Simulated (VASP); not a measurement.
## Y2Mo2C: relaxation of cell and atoms with PBE

Crystal: Y2Mo2C.

```
Y Mo C
1.0
    -2.03638    2.03638    5.34297
     2.03638   -2.03638    5.34297
     2.03638    2.03638   -5.34297
Y Mo C
2 2 1
Direct
  0.25000 0.75000 0.50000
  0.75000 0.25000 0.50000
  0.62600 0.62600 0.00000
  0.37400 0.37400 0.00000
  0.00000 0.00000 0.00000
```

```
Program                : VASP 6.6.1
Task                   : relaxation of cell and atoms
Functional             : PBE
Potentials or basis    : VASP PAW PBE potentials, release 64 (Y_sv, Mo_sv, C)
Cutoff                 : 600 eV
k mesh                 : 6 × 6 × 6
Occupations            : gaussian, width 0.1 eV
Spin                   : no spin polarisation
Dipole correction      : no
Further INCAR settings : ALGO = Normal; EDIFF = 1e-06; IBRION = 2; EDIFFG = -0.04; NSW = 90; ISIF = 3
```

* Relaxed volume: 24.14 Å³/atom
* Relaxed cell: a = 6.867 Å, b = 6.867 Å, c = 6.867 Å, α = 142.22°, β = 142.22°, γ = 54.50°
* Space group after relaxing (to 0.1 Å): I4/mmm (No. 139)
* Energy gained by relaxing: 946.9 meV/atom
* Ionic steps: 28
* Pressure after relaxing: -0.2 GPa
* Largest force after relaxing: 0.021 eV/Å
* Band gap on the k mesh: zero (bands 27 and 28 overlap by 0.68 eV)

Forces in eV/Å, atoms in the order of the input:
```
Y    0.000  0.000  0.000
Y    0.000  0.000  0.000
Mo   0.000  0.000  0.021
Mo   0.000  0.000 -0.021
C    0.000  0.000  0.000
```

The path:
| step | energy change (eV) | largest force (eV/Å) | pressure (GPa) | volume (Å³) |
| --- | --- | --- | --- | --- |
| 1 | 0.0000 | 7.4569 | 24.15 | 88.63 |
| 2 | -4.6737 | 0.8002 | -1.31 | 127.16 |
| 3 | -4.6750 | 0.0815 | -1.24 | 129.87 |
| 4 | -4.6787 | 0.4989 | -1.29 | 128.36 |
| 5 | -4.6384 | 1.7053 | 2.02 | 124.74 |
| 6 | -4.6884 | 0.0901 | -0.34 | 127.20 |
| 7 | -4.6913 | 0.0075 | -0.17 | 126.18 |
| 8 | -4.6926 | 0.0864 | 0.04 | 124.95 |
| 9 | -4.6943 | 0.0382 | 0.17 | 124.62 |
| 10 | -4.6992 | 0.1234 | 0.39 | 123.61 |
| 11 | -4.7064 | 0.4604 | 0.99 | 121.57 |
| 12 | -4.6928 | 1.1737 | 2.51 | 117.32 |
| 13 | -4.7063 | 0.6828 | 1.39 | 120.47 |
| 14 | -4.7064 | 0.6811 | 1.40 | 120.45 |
| 15 | -4.7066 | 0.6822 | 1.40 | 120.42 |
| 16 | -4.7072 | 0.6828 | 1.42 | 120.34 |
| 17 | -4.7081 | 0.6839 | 1.44 | 120.18 |
| 18 | -4.7099 | 0.6879 | 1.47 | 119.87 |
| 19 | -4.7128 | 0.6967 | 1.54 | 119.24 |
| 20 | -4.7152 | 0.7154 | 1.74 | 117.94 |
| 21 | -4.7187 | 0.6222 | 1.55 | 118.04 |
| 22 | -4.7266 | 0.3522 | 1.14 | 118.32 |
| 23 | -4.7324 | 0.1401 | 0.32 | 118.87 |
| 24 | -4.7325 | 0.1232 | 0.37 | 118.85 |
| 25 | -4.7328 | 0.1178 | 0.37 | 118.93 |
| 26 | -4.7336 | 0.0969 | 0.26 | 119.18 |
| 27 | -4.7345 | 0.0585 | 0.12 | 119.68 |
| 28 | -4.7346 | 0.0208 | -0.16 | 120.68 |

Final structure:
```
Y Mo C
1.0
    -2.22309    2.22309    6.10487
     2.22309   -2.22309    6.10487
     2.22309    2.22309   -6.10487
Y Mo C
2 2 1
Direct
  0.25000 0.75000 0.50000
  0.75000 0.25000 0.50000
  0.58490 0.58490 0.00000
  0.41510 0.41510 0.00000
  0.00000 0.00000 0.00000
```

Levels at points of the mesh, in eV from the Fermi level:
```csv
k point,band 23,band 24,band 25,band 26,band 27,band 28,band 29,band 30,band 31,band 32
"(0.00, 0.00, 0.00)",-1.40,-1.34,-1.30,-0.58,-0.58,-0.44,0.71,0.85,0.91,1.24
"(0.50, 0.00, 0.00)",-1.53,-1.16,-0.59,-0.07,0.07,0.26,0.46,0.96,1.18,1.54
"(0.50, 0.50, 0.00)",-1.40,-1.21,-0.84,-0.46,-0.26,0.06,0.71,0.79,1.00,1.76
"(0.50, 0.50, 0.50)",-1.30,-1.01,-0.92,-0.55,-0.51,-0.51,-0.06,-0.06,0.37,0.75
```

Wall time 57 min on 1 thread of Intel(R) Xeon(R) Platinum 8259CL CPU @ 2.50GHz (Skylake/Cascade Lake), on a shared host, peak memory 0.44 GiB.

Caveat: the volume moved by over 15 % at a fixed basis, so the end points are rough; atoms lie so close that the PAW spheres overlap strongly, which falsifies energies and pressures.
